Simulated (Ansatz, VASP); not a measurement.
Given: the input of a run of Ansatz 0.2.0 on AlRu.

File input:

```
crystal:
  lattice:
    - [2.9305298028, 0.0, 0.0]
    - [0.0, 2.9305298028, 0.0]
    - [0.0, 0.0, 2.9305298028]
  atoms:
    - { symbol: Ru, position: [0.5, 0.5, 0.5] }
    - { symbol: Al, position: [0.0, 0.0, 0.0] }
hamiltonian:
  xc: pbe0
  pseudopotentials: { kind: paw }
kpoints:
  mp_grid: { grid: [6, 6, 6] }
scf:
  occupations: { method: fermi_dirac, width: 0.05 }
output:
  forces: true
  stress: true
  eigenvalues: true
```

Task: Set up the same calculation for VASP 6.6.1. Potentials there: VASP PAW PBE potentials, release 64 (Ru_pv, Al).

Result: As run (the cutoff follows the program's own potentials):

Contents of POSCAR:

```
AlRu
1.0
    2.9305298028      0.0000000000      0.0000000000
    0.0000000000      2.9305298028      0.0000000000
    0.0000000000      0.0000000000      2.9305298028
Ru Al
1 1
Direct
    0.5000000000      0.5000000000      0.5000000000
    0.0000000000      0.0000000000      0.0000000000
```

The input INCAR.step1:

```
PREC = Accurate ; ENCUT = 520
EDIFF = 1E-5 ; ISMEAR = -1
SIGMA = 0.05 ; LREAL = F
LASPH = T ; NELM = 60
ALGO = Normal ; ISIF = 2
LWAVE = T ; GGA = PE
NBANDS = 16
```

File INCAR.step2:

```
PREC = Accurate ; ENCUT = 520
EDIFF = 1E-7 ; ISMEAR = -1
SIGMA = 0.05 ; LREAL = F
LASPH = T ; NELM = 60
ALGO = Normal ; ISIF = 2
LWAVE = F ; LCHARG = T
GGA = PE ; LHFCALC = T
AEXX = 0.25 ; PRECFOCK = Normal
LELF = T ; LVHAR = T
ISTART = 1 ; NBANDS = 16
```

Contents of KPOINTS:

```
regular mesh
0
Gamma
  6 6 6
```

Potentials or basis: VASP PAW PBE potentials, release 64 (Ru_pv, Al).

Command:

```bash
$ cat potpaw_PBE.64/Ru_pv/POTCAR potpaw_PBE.64/Al/POTCAR > POTCAR
$ cp INCAR.step1 INCAR
$ mpirun -np 1 vasp_std > vasp.out
$ cp INCAR.step2 INCAR
$ mpirun -np 1 vasp_std > vasp.out
```

Both were run:

|  | VASP | Ansatz | Ansatz less VASP |
| --- | --- | --- | --- |
| gap on the k mesh at the Fermi level (eV) | none | none | - |
| pressure (GPa) | 10.4 | 10.2 | -0.23 |

A gap of «none» marks a metal or a gap that the smearing closes. VASP's potentials hold 17 valence electrons a cell and Ansatz's 19, so a difference there can come from the potentials and not from the codes.
